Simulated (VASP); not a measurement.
# Bi2TeO4 (P4/mmm) in VASP: single point with PBE

Aim: the single point of Bi2TeO4 with PBE.

All numbers are computed with VASP 6.6.1; they aren't measurements. Logs are shortened: lines on timing, memory, paths and dates and some standing lists are left out, and cuts for length are marked.

### Step 1. The cell of the first run

It takes space group P4/mmm (No. 123, tetragonal). The conventional cell has a = 6.079 Å, b = 6.079 Å, c = 3.212 Å, α = 90.00°, β = 90.00°, γ = 90.00°. Bi (site symmetry mmm) has 8 O at 2.68 Å and 2 Bi at 3.21 Å and 4 Te at 3.44 Å within 3.5 Å. Te (site symmetry 4/mmm) has 4 O at 2.16 Å within 2.9 Å. O (site symmetry m2m) has 1 Te at 2.16 Å and 4 Bi at 2.68 Å within 2.9 Å.

### Step 2. Single point, PBE

INCAR

```
SYSTEM = Bi2TeO4
ALGO = Normal ; EDIFF = 1E-6
ENCUT = 520 ; GGA = PE
ISIF = 2 ; ISMEAR = 0
LASPH = .TRUE. ; LCHARG = .TRUE.
LELF = .TRUE. ; LREAL = .FALSE.
LVHAR = .TRUE. ; LWAVE = .FALSE.
NBANDS = 39 ; NELM = 60
PREC = Accurate ; SIGMA = 0.1
```

KPOINTS

```
k-points
0
G
  6 6 12
  0 0 0
```

POSCAR

```
Bi2TeO4
1.0
    6.0786657790      0.0000000000      0.0000000000
    0.0000000000      6.0786657790      0.0000000000
    0.0000000000      0.0000000000      3.2115230031
Bi Te O
2 1 4
Direct
    0.5000000000      0.0000000000      0.5000000000
    0.0000000000      0.5000000000      0.5000000000
    0.0000000000      0.0000000000      0.0000000000
    0.2514710472      0.2514710472      0.0000000000
    0.7485289528      0.2514710472      0.0000000000
    0.7485289528      0.7485289528      0.0000000000
    0.2514710472      0.7485289528      0.0000000000
```

Potentials or basis: VASP PAW PBE potentials, release 64 (Bi_d, Te, O).

Started as:

```console
cat potpaw_PBE.64/Bi_d/POTCAR potpaw_PBE.64/Te/POTCAR potpaw_PBE.64/O/POTCAR > POTCAR
mpirun -np 1 vasp_std > vasp.out
```

OUTCAR:

```text
SYSTEM = Bi2TeO4
   EDIFF = 1E-6
   ENCUT = 520
   GGA = PE
   ISIF = 2
   ISMEAR = 0
   LASPH = .TRUE.
   LREAL = .FALSE.
   NELM = 60
   PREC = Accurate

 ion  position               nearest neighbor table
   1  0.500  0.000  0.500-   4 2.68   5 2.68   6 2.68   7 2.68   4 2.68   5 2.68   6 2.68   7 2.68
                             3 3.44   3 3.44   3 3.44   3 3.44
   2  0.000  0.500  0.500-   4 2.68   5 2.68   6 2.68   7 2.68   4 2.68   5 2.68   6 2.68   7 2.68
                             3 3.44   3 3.44   3 3.44   3 3.44
   3  0.000  0.000  0.000-   4 2.16   5 2.16   6 2.16   7 2.16   1 3.44   2 3.44   1 3.44   2 3.44
                             2 3.44   2 3.44   1 3.44   1 3.44
   4  0.251  0.251  0.000-   3 2.16   2 2.68   1 2.68   1 2.68   2 2.68
   5  0.749  0.251  0.000-   3 2.16   2 2.68   1 2.68   1 2.68   2 2.68
   6  0.749  0.749  0.000-   3 2.16   2 2.68   1 2.68   1 2.68   2 2.68
   7  0.251  0.749  0.000-   3 2.16   2 2.68   1 2.68   1 2.68   2 2.68

  LATTYP: Found a simple tetragonal cell.
 ALAT       =     6.0786657790
 C/A-ratio  =     0.5283269586

  Lattice vectors:

 A1 = (   6.0786657790,   0.0000000000,   0.0000000000)
 A2 = (   0.0000000000,   6.0786657790,   0.0000000000)
 A3 = (   0.0000000000,   0.0000000000,   3.2115230031)

Analysis of symmetry for initial positions (statically):
=====================================================================
 Subroutine PRICEL returns:
 Original cell was already a primitive cell.

 Routine SETGRP: Setting up the symmetry group for a
 simple tetragonal supercell.

 Subroutine GETGRP returns: Found 16 space group operations
 (whereof 16 operations were pure point group operations)
 out of a pool of 16 trial point group operations.

The static configuration has the point symmetry D_4h.

Analysis of symmetry for dynamics (positions and initial velocities):
=====================================================================
 Subroutine PRICEL returns:
 Original cell was already a primitive cell.

 Routine SETGRP: Setting up the symmetry group for a
 simple tetragonal supercell.

 Subroutine GETGRP returns: Found 16 space group operations
 (whereof 16 operations were pure point group operations)
 out of a pool of 16 trial point group operations.

The dynamic configuration has the point symmetry D_4h.

 Subroutine INISYM returns: Found 16 space group operations
 (whereof 16 operations are pure point group operations),
 and found     1 'primitive' translations

----------------------------------------------------------------------------------------

                                     Primitive cell

  volume of cell :     118.6663

  direct lattice vectors                    reciprocal lattice vectors
     6.078665779  0.000000000  0.000000000     0.164509785  0.000000000  0.000000000
     0.000000000  6.078665779  0.000000000     0.000000000  0.164509785  0.000000000
     0.000000000  0.000000000  3.211523003     0.000000000  0.000000000  0.311378744

  length of vectors
     6.078665779  6.078665779  3.211523003     0.164509785  0.164509785  0.311378744

  position of ions in fractional coordinates (direct lattice)
     0.500000000  0.000000000  0.500000000
     0.000000000  0.500000000  0.500000000
     0.000000000  0.000000000  0.000000000
     0.251471047  0.251471047  0.000000000
     0.748528953  0.251471047  0.000000000
     0.748528953  0.748528953  0.000000000
     0.251471047  0.748528953  0.000000000

  ion indices of the primitive-cell ions
   primitive index   ion index
                 1           1
                 2           2
                 3           3
                 4           4
                 5           5
                 6           6
                 7           7

----------------------------------------------------------------------------------------

 KPOINTS: k-points

Automatic generation of k-mesh.
 Grid dimensions read from file:
 generate k-points for:    6    6   12

 Generating k-lattice:

  Cartesian coordinates                     Fractional coordinates (reciprocal lattice)
     0.027418297  0.000000000  0.000000000     0.166666667  0.000000000  0.000000000
     0.000000000  0.027418297  0.000000000     0.000000000  0.166666667  0.000000000
     0.000000000  0.000000000  0.025948229     0.000000000  0.000000000  0.083333333

  Length of vectors
     0.027418297  0.027418297  0.025948229

  Shift w.r.t. Gamma in fractional coordinates (k-lattice)
     0.000000000  0.000000000  0.000000000

 Subroutine IBZKPT returns following result:
 ===========================================

 Found     70 irreducible k-points:

 Following reciprocal coordinates:
            Coordinates               Weight
  0.000000  0.000000  0.000000      1.000000
  0.166667  0.000000  0.000000      4.000000
  0.333333  0.000000  0.000000      4.000000
  0.500000  0.000000  0.000000      2.000000
  0.166667  0.166667  0.000000      4.000000
  0.333333  0.166667  0.000000      8.000000
[... 16 lines left out ...]
  0.333333  0.000000  0.166667      8.000000
  0.500000  0.000000  0.166667      4.000000
 [... further k-points ...]
   k-points           NKPTS =     70   k-points in BZ     NKDIM =     70   number of bands    NBANDS=     39
   number of dos      NEDOS =    301   number of ions     NIONS =      7
   total plane-waves  NPLWV =  55296
   dimension x,y,z NGX =    48 NGY =   48 NGZ =   24
   dimension x,y,z NGXF=    96 NGYF=   96 NGZF=   48
   ions per type =               2   1   4
   NGX,Y,Z   is equivalent  to a cutoff of  13.13, 13.13, 12.42 a.u.
   NGXF,Y,Z  is equivalent  to a cutoff of  26.26, 26.26, 24.85 a.u.
 SYSTEM =  Bi2TeO4
   PREC   = accura    normal or accurate (medium, high low for compatibility)
   ISTART =      0    job   : 0-new  1-cont  2-samecut
   ICHARG =      2    charge: 1-file 2-atom 10-const
   ISPIN  =      1    spin polarized calculation?
   LNONCOLLINEAR =      F non collinear calculations
   LSORBIT =      F    spin-orbit coupling
   LASPH  =      T    aspherical Exc in radial PAW
   ENCUT  =  520.0 eV  38.22 Ry    6.18 a.u.  11.30 11.30  5.97*2*pi/ulx,y,z
   NELM   =     60;   NELMIN=  2; NELMDL= -5     # of ELM steps
   EDIFF  = 0.1E-05   stopping-criterion for ELM
   LREAL  =      F    real-space projection
   EDIFFG = 0.1E-04   stopping-criterion for IOM
   NSW    =      0    number of steps for IOM
   IBRION =     -1    ionic relax: 0-MD 1-quasi-New 2-CG
   NFREE  =      0    steps in history (QN), initial steepest desc. (CG)
   ISIF   =      2    stress and relaxation
   ISYM   =      2    0-nonsym 1-usesym 2-fastsym
   POTIM  = 0.5000    time-step for ionic-motion
   TEBEG  =    0.0;   TEEND  =   0.0 temperature during run
   PSTRESS=    0.0 pullay stress
   NELECT =      60.0000    total number of electrons
   NUPDOWN=      -1.0000    fix difference up-down
   EMIN   =  10.00;   EMAX   =-10.00  energy-range for DOS
   EFERMI =   0.00;   METHOD = LEGACY
   ISMEAR =     0;   SIGMA  =   0.10  broadening in eV -4-tet -1-fermi 0-gaus
   EFERMI_NEDOS =   21; number of points for ismear=-14 and -15
   IALGO  =     38    algorithm
   IMIX   =      4    mixing-type and parameters
     AMIX     =   0.40;   BMIX     =  1.00
     AMIX_MAG =   1.60;   BMIX_MAG =  1.00
  volume/ion in A,a.u.               =      16.95       114.40
  Fermi-wavevector in a.u.,A,eV,Ry     =   1.304216  2.464610 23.143215  1.700978
  Thomas-Fermi vector in A             =   2.435166
   LORBIT       =      0    0 simple, 1 ext, 2 COOP (PROOUT), +10 PAW based schemes
   GGA     = PE    functional components
   LHFCALC =     F    Hartree Fock is set to
   AEXX    =    0.0000 exact exchange contribution
   IVDW    =     0    specifies the selected vdW correction
   LEPSILON=     F    determine dielectric tensor
   LRPA    =     F    only Hartree local field effects (RPA)
 non-spin polarized calculation
 Gauss-broadening in eV      SIGMA  =   0.10
  energy-cutoff  :      520.00
  volume of cell :      118.67
 maximum number of plane-waves:      3228
 NGX is ok and might be reduce to    48
   NGX = 23   NGY = 23   NGZ = 11

 number of electron      60.0000012 magnetization

 Free energy of the ion-electron system (eV)
  ---------------------------------------------------
  ext. energy  EPLUGINS =         0.00000000
  ---------------------------------------------------
  free energy    TOTEN  =       -34.64365423 eV

  energy without entropy =      -34.63685265  energy(sigma->0) =      -34.64025344

 E-fermi :   7.3528     XC(G=0): -10.3559

 val. band max:        7.2981554618   @ k =   0.3333   0.3333   0.5000
 cond. band min:       7.3772934654   @ k =   0.5000   0.3333   0.0000
 fundamental gap:      0.0791380036
 Fermi energy:         7.3527958053

 k-point     1 :       0.0000    0.0000    0.0000
  band No.  band energies     occupation
      1     -17.0634      2.00000
      2     -17.0568      2.00000
      3     -16.9457      2.00000
      4     -16.9401      2.00000
      5     -16.9258      2.00000
      6     -16.8879      2.00000
[... 31 lines left out ...]
     38      13.3907      0.00000
     39      13.4702      0.00000

 k-point     2 :       0.1667    0.0000    0.0000
  band No.  band energies     occupation
      1     -17.0629      2.00000
      2     -17.0572      2.00000
      3     -16.9421      2.00000
      4     -16.9390      2.00000
      5     -16.9266      2.00000
      6     -16.8920      2.00000
[... 31 lines left out ...]
     38      13.2404      0.00000
     39      13.6897      0.00000

 k-point     3 :       0.3333    0.0000    0.0000
  band No.  band energies     occupation
      1     -17.0617      2.00000
      2     -17.0584      2.00000
      3     -16.9361      2.00000
      4     -16.9320      2.00000
      5     -16.9289      2.00000
      6     -16.9031      2.00000
[... 31 lines left out ...]
     38      12.8556      0.00000
     39      13.9050      0.00000

 k-point     4 :       0.5000    0.0000    0.0000
  band No.  band energies     occupation
      1     -17.0601      2.00000
      2     -17.0600      2.00000
      3     -16.9329      2.00000
      4     -16.9317      2.00000
      5     -16.9182      2.00000
      6     -16.9174      2.00000
[... 31 lines left out ...]
     38      12.3709      0.00000
     39      13.9871      0.00000
[... 754 lines left out ...]
     38      12.0042      0.00000
     39      14.3179      0.00000

 k-point    23 :       0.3333    0.0000    0.1667
  band No.  band energies     occupation
      1     -16.9870      2.00000
      2     -16.9828      2.00000
      3     -16.9281      2.00000
      4     -16.9231      2.00000
      5     -16.9223      2.00000
      6     -16.8985      2.00000
[... 31 lines left out ...]
     38      12.0512      0.00000
     39      14.5963      0.00000

 k-point    24 :       0.5000    0.0000    0.1667
  band No.  band energies     occupation
      1     -16.9850      2.00000
      2     -16.9847      2.00000
      3     -16.9256      2.00000
      4     -16.9247      2.00000
      5     -16.9120      2.00000
      6     -16.9103      2.00000
[... 31 lines left out ...]
     38      12.0752      0.00000
     39      14.7092      0.00000

 [... further k-points ...]

------------------------ aborting loop because EDIFF is reached ----------------------------------------

  FORCE on cell =-STRESS in cart. coord.  units (eV):
  Direction    XX          YY          ZZ          XY          YZ          ZX
  --------------------------------------------------------------------------------------
  -------------------------------------------------------------------------------------
  Total       -0.1478069     -0.1478069     -0.0190082      0.0000000      0.0000000      0.0000000
  in kB       -1.9956194     -1.9956194     -0.2566397      0.0000000      0.0000000      0.0000000
  external PRESSURE =      -1.4159595 kB  Pullay stress =       0.0000000 kB

 VOLUME and BASIS-vectors are now :
 -----------------------------------------------------------------------------
  energy-cutoff  :      520.00
  volume of cell :      118.67
      direct lattice vectors                 reciprocal lattice vectors
     6.078665779  0.000000000  0.000000000     0.164509785  0.000000000  0.000000000
     0.000000000  6.078665779  0.000000000     0.000000000  0.164509785  0.000000000
     0.000000000  0.000000000  3.211523003     0.000000000  0.000000000  0.311378744

 POSITION                                       TOTAL-FORCE (eV/Angst)
 -----------------------------------------------------------------------------------
      3.03933      0.00000      1.60576        -0.000000      0.000000      0.000000
      0.00000      3.03933      1.60576        -0.000000      0.000000      0.000000
      0.00000      0.00000      0.00000        -0.000000      0.000000      0.000000
      1.52861      1.52861      0.00000        -0.012612     -0.012612      0.000000
      4.55006      1.52861      0.00000         0.012612     -0.012612      0.000000
      4.55006      4.55006      0.00000         0.012612      0.012612      0.000000
      1.52861      4.55006      0.00000        -0.012612      0.012612     -0.000000
 -----------------------------------------------------------------------------------
    total drift:                                0.000000      0.000000     -0.000000

  FREE ENERGIE OF THE ION-ELECTRON SYSTEM (eV)
  ---------------------------------------------------
  free  energy   TOTEN  =       -34.6436542274 eV

  energy  without entropy=      -34.6368526532  energy(sigma->0) =      -34.64025344
```

It took 10 min on 1 thread of AMD EPYC 7R13, shared host; peak memory 0.38 GiB.

Results:

```
Free energy            : -34.6437 eV
Pressure               : -0.1 GPa
Largest force          : 0.018 eV/Å
Band gap on the k mesh : zero (bands 30 and 31 overlap by 2.21 eV)
```

Forces in eV/Å, atoms in the order of the input:
```
Bi   0.000  0.000  0.000
Bi   0.000  0.000  0.000
Te   0.000  0.000  0.000
O   -0.013 -0.013  0.000
O    0.013 -0.013  0.000
O    0.013  0.013  0.000
O   -0.013  0.013  0.000
```

Caveat: spin-orbit coupling is left out, which moves the levels of the heavy elements.
